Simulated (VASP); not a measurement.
Set up this calculation in VASP 6.6.1, as the native input.

```
Task                   : single point
Functional             : PBE
Potentials or basis    : VASP PAW PBE potentials, release 64 (Ba_sv, O)
Cutoff                 : 600 eV
k mesh                 : 8 × 8 × 8
Occupations            : gaussian, width 0.01 eV
Spin                   : no spin polarisation
Dipole correction      : no
Further INCAR settings : ALGO = Normal; EDIFF = 1e-06; NBANDS = 15
```

The structure of BaO lies in POSCAR:

```
BaO
1.0
    0.0000000000      2.7719426840      2.7719426840
    2.7719426840      0.0000000000      2.7719426840
    2.7719426840      2.7719426840      0.0000000000
Ba O
1 1
Direct
    0.0000000000      0.0000000000      0.0000000000
    0.5000000000      0.5000000000      0.5000000000
```

These files were run (other wordings do the same):

INCAR

```
SYSTEM = BaO
PREC = Accurate ; ENCUT = 600
EDIFF = 1E-6 ; ISMEAR = 0
SIGMA = 0.01 ; LREAL = .False.
LASPH = .True. ; NELM = 120
ALGO = Normal ; ISIF = 2
LWAVE = .False. ; LCHARG = .True.
GGA = PE ; LELF = .True.
LVHAR = .True. ; NBANDS = 15
GGA_COMPAT = .False.
```

KPOINTS

```
regular mesh
0
Gamma
  8 8 8
  0 0 0
```

Potentials or basis: VASP PAW PBE potentials, release 64 (Ba_sv, O).

Run with:

```sh
$ cat potpaw_PBE.64/Ba_sv/POTCAR potpaw_PBE.64/O/POTCAR > POTCAR
$ mpirun -np 1 vasp_std > vasp.out
```

It gave:

The pressure is 2.8 GPa and the band gap on the k mesh is 1.98 eV, direct.

Caveat: spin-orbit coupling is left out, which moves the levels of the heavy elements.

Wall time 8.2 s on 1 thread of Intel(R) Xeon(R) 6975P-C (Granite Rapids), with other jobs on the host, peak memory 0.18 GiB.
